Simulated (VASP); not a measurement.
A run of VASP 6.6.1:

File INCAR:

```
SYSTEM = CsH2
ALGO = Normal ; EDIFF = 1E-6
ENCUT = 520 ; GGA = PE
ISIF = 2 ; ISMEAR = 0
LASPH = .True. ; LCHARG = .True.
LELF = .True. ; LREAL = .False.
LVHAR = .True. ; LWAVE = .False.
NBANDS = 20 ; NELM = 100
PREC = Accurate ; SIGMA = 0.1
```

The input KPOINTS:

```
k-points
0
Gamma
  4 4 6
  0 0 0
```

Contents of POSCAR:

```
CsH2
1.0
    5.7500577788      0.0000000000      0.0000000000
    0.0000000000      5.7500577788      0.0000000000
    0.0000000000      0.0000000000      3.7036179729
Cs H
2 4
Direct
    0.0000000000      0.0000000000      0.0000000000
    0.5000000000      0.5000000000      0.5000000000
    0.3060000000      0.3060000000      0.0000000000
    0.1940000000      0.8060000000      0.5000000000
    0.6940000000      0.6940000000      0.0000000000
    0.8060000000      0.1940000000      0.5000000000
```

Potentials or basis: VASP PAW PBE potentials, release 64 (Cs_sv, H).

The run is started by

```console
$ cat potpaw_PBE.64/Cs_sv/POTCAR potpaw_PBE.64/H/POTCAR > POTCAR
$ mpirun -np 1 vasp_std > vasp.out
```

Hardware: 1 thread of Intel(R) Xeon(R) 6975P-C (Granite Rapids), on a shared host.

Problem. How long does it take, and how much memory?

Solution. Wall time 30 s on 1 thread of Intel(R) Xeon(R) 6975P-C (Granite Rapids), on a shared host, peak memory 0.25 GiB. Counts: scf iterations 13, k points 24.
